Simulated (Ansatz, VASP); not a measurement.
# MnF2: VASP beside Ansatz

```
Mn F
1.0
     4.86197    0.00000    0.00000
     0.00000    4.86197    0.00000
     0.00000    0.00000    2.73260
Mn F
2 4
Direct
  0.00000 0.00000 0.00000
  0.50000 0.50000 0.50000
  0.28834 0.28834 0.00000
  0.21166 0.78834 0.50000
  0.71166 0.71166 0.00000
  0.78834 0.21166 0.50000
```

Alike in both runs: task relaxation of cell and atoms; functional PBE; k mesh 8 × 8 × 14; occupations gaussian, width 0.1 eV; no spin polarisation.

|  | VASP | Ansatz |
| --- | --- | --- |
| version | VASP 6.6.1 | Ansatz 0.2.0 |
| potentials or method | VASP PAW PBE potentials, release 64 (Mn_pv, F), cutoff 600 eV | scalar-relativistic, plane waves, PAW |
| valence electrons in the cell | 54 | 58 |

VASP gave:

```
gap on the k mesh at the Fermi level, each at its own relaxed structure (eV)  : none
relaxed volume (Å³/atom)                                                      : 10.76
relaxed length of the cell vector where the two differ most in proportion (Å) : 2.711
```

Problem. Estimate Ansatz's values.

Solution. gap on the k mesh at the Fermi level, each at its own relaxed structure (eV): none; relaxed volume (Å³/atom): 10.74; relaxed length of the cell vector where the two differ most in proportion (Å): 2.706.

A gap of «none» marks a metal or a gap that the smearing closes. VASP's potentials hold 54 valence electrons a cell and Ansatz's 58, so a difference there can come from the potentials and not from the codes.
